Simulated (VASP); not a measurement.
Wanted: the native input for a VASP 6.6.1 run.

```yaml
Task: single point
Functional: PBE
Dispersion: D3(BJ)
Potentials_or_basis: VASP PAW PBE potentials, release 64 (Li_sv, Cu)
Cutoff: 520 eV
k_mesh: 3 × 3 × 3
Occupations: gaussian, width 0.1 eV
Spin: no spin polarisation
Dipole_correction: no
Further_INCAR_settings: LREAL = Auto; ALGO = Normal; EDIFF = 1e-06; NBANDS = 44
```

The structure of Li16Cu (a cell with a defect) lies in POSCAR:

```
Li16Cu
1.0
    6.9800000000      0.0000000000      0.0000000000
    0.0000000000      6.9800000000      0.0000000000
    0.0000000000      0.0000000000      6.9800000000
Li Cu
16 1
Direct
    0.0113027221      0.0287815186     -0.0144203438
    0.4636789398     -0.0115176218     -0.0022326648
    0.0292391117      0.4446593123     -0.0289891117
    0.0121865330      0.0178204871      0.4740074499
    0.2739915473      0.2635449857      0.2582386819
    0.4655107450      0.5392173352     -0.0074479943
    0.6196743553     -0.0110213467      0.5863657593
    0.7089063037      0.2448706304      0.2410777937
   -0.0327385387      0.4790127507      0.4969366762
    0.1585078797      0.7094988539      0.2145908309
    0.2874881089      0.2423578797      0.6921136103
    0.4994614613      0.5646532951      0.4845246418
    0.7359742120      0.7716998567      0.2293247851
    0.7180249284      0.2943769341      0.7832381089
    0.2346535817      0.7633575931      0.7049236390
    0.7975862464      0.7262240688      0.7971975645
    0.3781392550     -0.0706313754      0.3599467049
```

One way to write it, as run:

INCAR

```
SYSTEM = Li16Cu
PREC = Accurate
ENCUT = 520
EDIFF = 1E-6
ISMEAR = 0
SIGMA = 0.1
LREAL = Auto
LASPH = .True.
NELM = 80
ALGO = Normal
ISIF = 2
LWAVE = .False.
LCHARG = .False.
GGA = PE
IVDW = 12
NBANDS = 44
```

KPOINTS

```
regular mesh
0
Gamma
  3 3 3
  0 0 0
```

Potentials or basis: VASP PAW PBE potentials, release 64 (Li_sv, Cu).

Run with:

```sh
$ cat potpaw_PBE.64/Li_sv/POTCAR potpaw_PBE.64/Cu/POTCAR > POTCAR
$ mpirun -np 1 vasp_std > vasp.out
```

It gave:

| Quantity | Value |
| --- | --- |
| Largest force | 0.017 eV/Å |
| Band gap on the k mesh | zero (an odd number of electrons rules out a gap without spin polarisation) |
| Dispersion energy per atom | -0.179 eV |

Wall time 13 min on 1 thread of Oxide Virtual Turin-like Processor, on a shared host, peak memory 0.4 GiB.
